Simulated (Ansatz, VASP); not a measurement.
## One calculation of Fe, two programs

```
CELL_PARAMETERS angstrom
-1.43027 1.43027 1.43027
1.43027 -1.43027 1.43027
1.43027 1.43027 -1.43027
ATOMIC_POSITIONS crystal
Fe 0.00000 0.00000 0.00000
```

Alike in both runs: task single point; functional PBEsol; k mesh 26 × 26 × 26; occupations fermi-dirac, width 0.05 eV; collinear spin.

|  | VASP | Ansatz |
| --- | --- | --- |
| version | VASP 6.6.1 | Ansatz 0.2.0 |
| potentials or method | VASP PAW PBE potentials, release 64 (Fe), cutoff 520 eV | plane waves (420 eV) with PAW, scalar-relativistic |
| valence electrons in the cell | 8 | 16 |

|  | VASP | Ansatz | Ansatz less VASP |
| --- | --- | --- | --- |
| pressure (GPa) | -14.3 | -14.6 | -0.26 |
| net moment per atom (μB) | 2.23 | 2.21 | -0.018 |
| size of the moment on the site where the two differ most (μB) | 2.23 | 2.25 | +0.028 |

VASP's potentials were made for PBE, not for PBEsol, and Ansatz warns of the same on its side. Site moments also hang on the region over which each program counts them. With one functional, cell and mesh, what is left measures potentials, basis and numerics. VASP's potentials hold 8 valence electrons a cell and Ansatz's 16, so a difference there can come from the potentials and not from the codes.
